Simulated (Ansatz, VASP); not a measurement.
One calculation of Ge, two programs

INCAR

```
SYSTEM = Ge
PREC = Accurate ; ENCUT = 520
EDIFF = 1E-6 ; ISMEAR = -1
SIGMA = 0.05 ; LREAL = .FALSE.
LASPH = .TRUE. ; NELM = 150
ALGO = Normal ; ISIF = 2
LWAVE = .FALSE. ; LCHARG = .FALSE.
LNONCOLLINEAR = .TRUE. ; MAGMOM = 0 0 0 0 0 0
LORBIT = 11 ; LSORBIT = .TRUE.
GGA_COMPAT = .FALSE. ; LORBMOM = .TRUE.
GGA = PS ; NBANDS = 40
```

KPOINTS

```
regular mesh
0
G
  8 8 8
  0 0 0
```

File POSCAR:

```
Ge
1.0
   -2.5744897190      2.5744897190      1.3974126432
    2.5744897190     -2.5744897190      1.3974126432
    2.5744897190      2.5744897190     -1.3974126432
Ge
2
Direct
    0.5000000000      0.5000000000      0.0000000000
    0.2500000000      0.7500000000      0.5000000000
```

input.yaml

```yaml
crystal:
  lattice:
    - [-2.574489719, 2.574489719, 1.3974126432]
    - [2.574489719, -2.574489719, 1.3974126432]
    - [2.574489719, 2.574489719, -1.3974126432]
  atoms:
    - { symbol: Ge, position: [0.5, 0.5, 0.0] }
    - { symbol: Ge, position: [0.25, 0.75, 0.5] }
kpoints:
  mp_grid: { grid: [8, 8, 8] }
  band_path:
    path:
      - [0.0, 0.0, 0.0]
      - [0.0, 0.0, 0.5]
      - [-0.5, 0.5, 0.5]
      - [0.0, 0.0, 0.0]
      - [0.323655812, 0.323655812, -0.323655812]
      - [0.25, 0.25, 0.25]
      - [0.0, 0.5, 0.0]
      - [-0.323655812, 0.676344188, 0.323655812]
    npoints: 10
scf:
  occupations: { method: fermi_dirac, width: 0.05 }
hamiltonian:
  xc: pbesol
  pseudopotentials: { kind: all_electron, lapw: { basis_error: 0.001 } }
magnetization:
  noncollinear: true
  spin_orbit: true
output:
  forces: true
  stress: true
  eigenvalues: true
```

Alike in both runs: functional PBEsol; k mesh 8 × 8 × 8; occupations fermi-dirac, width 0.05 eV; non-collinear spin, spin-orbit coupling.

|  | VASP | Ansatz |
| --- | --- | --- |
| version | VASP 6.6.1 | Ansatz 0.2.0 |
| potentials or method | VASP PAW PBE potentials, release 64 (Ge_d), cutoff 520 eV | all-electron LAPW, relativistic spinors |
| task | single point | band structure |

```tsv
	VASP	Ansatz	Ansatz less VASP
pressure (GPa)	-0.8	-0.7	+0.06
traceless stress, the component that is largest in VASP (GPa)	3.13	3.11	-0.020
net moment per atom (μB)	0.00	0.00	0.000
```

VASP's potentials were made for PBE, not for PBEsol. Ansatz ran all-electron here, and VASP with PAW potentials.

Noted on Ansatz's run: the k mesh is thin for a metal, which can move the energy by tens of meV per atom.
